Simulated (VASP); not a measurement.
# Zr (P6_3/mmc) in VASP: settings compared, part 2 of 2

VASP 6.6.1. The steps go on from the part before.

## (4) Relaxation of cell and atoms, revPBE

This run uses another cell than the first one, of 23.28 Å³/atom.

Contents of INCAR:

```
SYSTEM = Zr
  PREC = Accurate
  ENCUT = 600
  EDIFF = 1E-6
  ISMEAR = -1
  SIGMA = 0.05
  LREAL = .FALSE.
  LASPH = .TRUE.
  NELM = 100
  ALGO = Normal
  ISIF = 3
  LWAVE = .FALSE.
  LCHARG = .FALSE.
  GGA = RE
  IBRION = 2
  NSW = 60
  EDIFFG = -0.01
```

Contents of KPOINTS:

```
regular mesh
0
G
  9 9 5
  0 0 0
```

Contents of POSCAR:

```
Zr
1.0
    3.2320000000      0.0000000000      0.0000000000
   -1.6160000000      2.7989941050      0.0000000000
    0.0000000000      0.0000000000      5.1470000000
Zr
2
Direct
    0.6666666667      0.3333333333      0.7500000000
    0.3333333333      0.6666666667      0.2500000000
```

Potentials or basis: VASP PAW PBE potentials, release 64 (Zr_sv).

Command:

```bash
$ cat potpaw_PBE.64/Zr_sv/POTCAR > POTCAR
$ mpirun -np 1 vasp_std > vasp.out
```

OUTCAR:

```text
SYSTEM = Zr
   PREC = Accurate
   ENCUT = 600
   EDIFF = 1E-6
   ISMEAR = -1
   LREAL = .FALSE.
   LASPH = .TRUE.
   NELM = 100
   ISIF = 3
   GGA = RE
   IBRION = 2
   NSW = 60
   EDIFFG = -0.01

 ion  position               nearest neighbor table
   1  0.667  0.333  0.750-   2 3.18   2 3.18   2 3.18   2 3.18   2 3.18   2 3.18
   2  0.333  0.667  0.250-   1 3.18   1 3.18   1 3.18   1 3.18   1 3.18   1 3.18

  LATTYP: Found a hexagonal cell.
 ALAT       =     3.2320000000
 C/A-ratio  =     1.5925123762

  Lattice vectors:

 A1 = (   3.2320000000,   0.0000000000,   0.0000000000)
 A2 = (  -1.6160000000,   2.7989941050,   0.0000000000)
 A3 = (   0.0000000000,   0.0000000000,   5.1470000000)

Analysis of symmetry for initial positions (statically):
=====================================================================
 Subroutine PRICEL returns:
 Original cell was already a primitive cell.

 Routine SETGRP: Setting up the symmetry group for a
 hexagonal supercell.

 Subroutine GETGRP returns: Found 24 space group operations
 (whereof 12 operations were pure point group operations)
 out of a pool of 24 trial point group operations.

The static configuration has the point symmetry D_3d.
 The point group associated with its full space group is D_6h.
[... 170 lines left out ...]
  -------------------------------------------------------------------------------------
  Total        0.5274967      0.5274967      0.7807582      0.0000000     -0.0000000      0.0000000
  in kB       18.1510953     18.1510953     26.8657913      0.0000000     -0.0000000      0.0000000
  external PRESSURE =      21.0559940 kB  Pullay stress =       0.0000000 kB
[... 95 lines left out ...]
--------------------------------------- Ionic step        4  -------------------------------------------

 number of electron      24.0000000 magnetization

 Free energy of the ion-electron system (eV)
  ---------------------------------------------------
  ext. energy  EPLUGINS =         0.00000000
  ---------------------------------------------------
  free energy    TOTEN  =       -16.37811172 eV

  energy without entropy =      -16.36307196  energy(sigma->0) =      -16.37059184

 E-fermi :   8.8230     XC(G=0): -10.9292

 val. band max:        8.7991570593   @ k =   0.0000   0.0000   0.4000
 cond. band min:       8.8606847490   @ k =   0.1111   0.0000   0.4000
 fundamental gap:      0.0615276897
 Fermi energy:         8.8229867938

 k-point     1 :       0.0000    0.0000    0.0000
  band No.  band energies     occupation
      1     -40.0914      2.00000
      2     -39.9538      2.00000
      3     -18.5691      2.00000
      4     -17.7590      2.00000
      5     -17.7590      2.00000
      6     -17.6453      2.00000
[... 433 lines left out ...]
      3     -18.2569      2.00000
      4     -18.2494      2.00000
      5     -18.2494      2.00000
      6     -18.0214      2.00000
[... 8 lines left out ...]
     15      10.5221      0.00000
     16      12.4409      0.00000

 [... further k-points ...]

------------------------ aborting loop because EDIFF is reached ----------------------------------------

  FORCE on cell =-STRESS in cart. coord.  units (eV):
  Direction    XX          YY          ZZ          XY          YZ          ZX
  --------------------------------------------------------------------------------------
  -------------------------------------------------------------------------------------
  Total       -0.0164583     -0.0164583      0.0192578      0.0000000      0.0000000      0.0000000
  in kB       -0.5540564     -0.5540564      0.6483006      0.0000000      0.0000000      0.0000000
  external PRESSURE =      -0.1532707 kB  Pullay stress =       0.0000000 kB
[... 17 lines left out ...]
  FREE ENERGIE OF THE ION-ELECTRON SYSTEM (eV)
  ---------------------------------------------------
  free  energy   TOTEN  =       -16.3781117223 eV

  energy  without entropy=      -16.3630719553  energy(sigma->0) =      -16.37059184

 reached required accuracy - stopping structural energy minimisation
```

OSZICAR:

```text
N       E                     dE             d eps       ncg     rms          rms(c)
DAV:   1     0.230921411738E+03    0.23092E+03   -0.14714E+04  1152   0.166E+03
DAV:   2    -0.241004953156E+01   -0.23333E+03   -0.23149E+03  1472   0.434E+02
[... 34 lines left out ...]
DAV:   1    -0.163787260855E+02   -0.73107E-03   -0.40439E-02  1152   0.191E+00    0.146E-01
DAV:   2    -0.163782513234E+02    0.47476E-03   -0.12607E-03  1296   0.287E-01    0.693E-02
DAV:   3    -0.163781067093E+02    0.14461E-03   -0.60317E-04  1528   0.179E-01    0.164E-02
DAV:   4    -0.163781101694E+02   -0.34601E-05   -0.13174E-05  1416   0.319E-02    0.680E-03
DAV:   5    -0.163781117057E+02   -0.15363E-05   -0.21828E-06   880   0.125E-02    0.188E-03
DAV:   6    -0.163781117223E+02   -0.16630E-07   -0.20963E-07   664   0.439E-03
   4 F= -.16378112E+02 E0= -.16370592E+02  d E =-.116814E-03
```

CONTCAR:

```text
Zr
   1.00000000000000
     3.2497918509409249    0.0000000000000000   -0.0000000000000000
    -1.6248959254704625    2.8144022998946707   -0.0000000000000000
     0.0000000000000000   -0.0000000000000000    5.2035495817811066
  Zr
     2
Direct
     0.6666666667000030    0.3333333332999970    0.7500000000000000
     0.3333333332999970    0.6666666667000030    0.2500000000000000

  0.00000000E+00  0.00000000E+00  0.00000000E+00
  0.00000000E+00  0.00000000E+00  0.00000000E+00
```

Wall time 37 s (1 thread of Intel Xeon 6975P-C (Granite Rapids), shared host); peak memory 0.19 GiB.

Results:

| Item | Value |
| --- | --- |
| Free energy | -16.3781 eV |
| Relaxed volume | 23.80 Å³/atom |
| Relaxed cell | a = 3.250 Å, b = 3.250 Å, c = 5.204 Å, α = 90.00°, β = 90.00°, γ = 120.00° |
| Space group after relaxing (to 0.1 Å) | P6_3/mmc (No. 194) |
| Energy gained by relaxing | 3.6 meV/atom |
| Ionic steps | 4 |
| Pressure after relaxing | 0.0 GPa |
| Band gap on the k mesh | zero (bands 12 and 13 overlap by 1.15 eV) |

Stress tensor (GPa, compression positive):
```
-0.06  0.00  0.00
 0.00 -0.06  0.00
 0.00  0.00  0.06
```

Step by step:
| step | energy change (eV) | largest force (eV/Å) | pressure (GPa) | volume (Å³) |
| --- | --- | --- | --- | --- |
| 1 | 0.0000 | 0.0000 | 2.11 | 46.56 |
| 2 | -0.0005 | 0.0000 | -1.96 | 48.65 |
| 3 | -0.0070 | 0.0000 | -0.03 | 47.61 |
| 4 | -0.0071 | 0.0000 | -0.02 | 47.59 |

Final structure:
```yaml
crystal:
  lattice:
    - [3.24979, 0.00000, 0.00000]
    - [-1.62490, 2.81440, 0.00000]
    - [0.00000, 0.00000, 5.20355]
  atoms:
    - { symbol: Zr, position: [0.66667, 0.33333, 0.75000] }
    - { symbol: Zr, position: [0.33333, 0.66667, 0.25000] }
```

Levels at points of the mesh, in eV from the Fermi level:
| k point | band 10 | band 11 | band 12 | band 13 | band 14 | band 15 |
| --- | --- | --- | --- | --- | --- | --- |
| (0.00, 0.00, 0.00) | -2.98 | 0.87 | 0.87 | 0.95 | 1.02 | 1.53 |

Caveat: the PAW data sets were made with another functional, which shifts forces and pressure a little. Zero-point motion and thermal expansion aren't in these numbers.

## (5) Relaxation of cell and atoms, BLYP

This run uses another cell than the first one, of 23.28 Å³/atom.

Contents of INCAR:

```
SYSTEM = Zr
  AGGAC = 1.0
  AGGAX = 1.0
  ALDAC = 0.0
  ALDAX = 1.0
  ALGO = Fast
  EDIFF = 1E-6
  EDIFFG = -0.01
  ENCUT = 600
  GGA = B5
  IBRION = 2
  ISIF = 3
  ISMEAR = -1
  LASPH = .TRUE.
  LCHARG = .FALSE.
  LREAL = .FALSE.
  LWAVE = .FALSE.
  NELM = 60
  NSW = 60
  PREC = Accurate
  SIGMA = 0.05
```

Contents of KPOINTS:

```
k-points
0
G
  9 9 5
  0 0 0
```

POSCAR is that of step 4.

Command:

```bash
$ cat potpaw_PBE.64/Zr_sv/POTCAR > POTCAR
$ mpirun -np 1 vasp_std > vasp.out
```

It took 2.6 min on 1 thread of Intel Xeon 6975P-C (Granite Rapids), shared host; peak memory 0.19 GiB.

The run converged. Its results:

- Free energy: -14.6684 eV
- Relaxed volume: 24.19 Å³/atom
- Relaxed cell: a = 3.264 Å, b = 3.264 Å, c = 5.244 Å, α = 90.00°, β = 90.00°, γ = 120.00°
- Space group after relaxing (to 0.1 Å): P6_3/mmc (No. 194)
- Energy gained by relaxing: 10.8 meV/atom
- Ionic steps: 8
- Pressure after relaxing: 0.0 GPa
- Band gap on the k mesh: zero (bands 12 and 13 overlap by 1.06 eV)

Step by step:
```tsv
step	energy change (eV)	largest force (eV/Å)	pressure (GPa)	volume (Å³)
1	0.0000	0.0000	3.72	46.56
2	-0.0021	0.0000	-3.21	50.30
3	-0.0214	0.0000	-0.05	48.44
4	-0.0214	0.0000	0.04	48.40
5	-0.0216	0.0000	0.03	48.39
6	-0.0216	0.0000	0.02	48.38
7	-0.0216	0.0000	0.05	48.37
8	-0.0217	0.0000	0.05	48.37
```

Final structure:
```cif
data_structure
_symmetry_space_group_name_H-M 'P 1'
_symmetry_Int_Tables_number 1
_cell_length_a 3.2638
_cell_length_b 3.2638
_cell_length_c 5.2436
_cell_angle_alpha 90.000
_cell_angle_beta 90.000
_cell_angle_gamma 120.000
_cell_volume 48.37
loop_
_atom_site_label
_atom_site_type_symbol
_atom_site_fract_x
_atom_site_fract_y
_atom_site_fract_z
_atom_site_occupancy
Zr1 Zr 0.66667 0.33333 0.75000 1
Zr2 Zr 0.33333 0.66667 0.25000 1
```

Levels at points of the mesh, in eV from the Fermi level:
| k point | band 9 | band 10 | band 11 | band 12 | band 13 | band 14 | band 15 | band 16 |
| --- | --- | --- | --- | --- | --- | --- | --- | --- |
| (0.00, 0.00, 0.00) | -5.44 | -2.91 | 0.80 | 0.80 | 0.85 | 1.16 | 1.42 | 1.42 |

Caveat: the PAW data sets were made with another functional, which shifts forces and pressure a little. BLYP gives volumes clearly too large for solids.

## (6) The runs side by side

| task | level | cell | cutoff (eV) | gap on the mesh (eV) | pressure (GPa) | relaxed volume (Å³/atom) |
| --- | --- | --- | --- | --- | --- | --- |
| single point | BLYP | a = 3.263, b = 3.263, c = 5.240 Å, angles 90.0, 90.0, 120.0°, 2 atoms | 520 | none | 0.1 | - |
| single point | r2SCAN | a = 3.232, b = 3.232, c = 5.147 Å, angles 90.0, 90.0, 120.0°, 2 atoms | 520 | none | 0.9 | - |
| relaxation of cell and atoms | revPBE | relaxed from a = 3.232, b = 3.232, c = 5.147 Å, angles 90.0, 90.0, 120.0°, 2 atoms | 600 | none | 0.0 | 23.80 |
| relaxation of cell and atoms | BLYP | relaxed from a = 3.232, b = 3.232, c = 5.147 Å, angles 90.0, 90.0, 120.0°, 2 atoms | 600 | none | 0.0 | 24.19 |

Alike in all rows: potentials or basis VASP PAW PBE potentials, release 64 (Zr_sv); no spin polarisation; k mesh 9 × 9 × 5; smearing fermi-dirac 0.05 eV.

Caveats: the PAW data sets were made with another functional, which shifts forces and pressure a little.

Absolute energies hang on the potentials; compare differences alone.
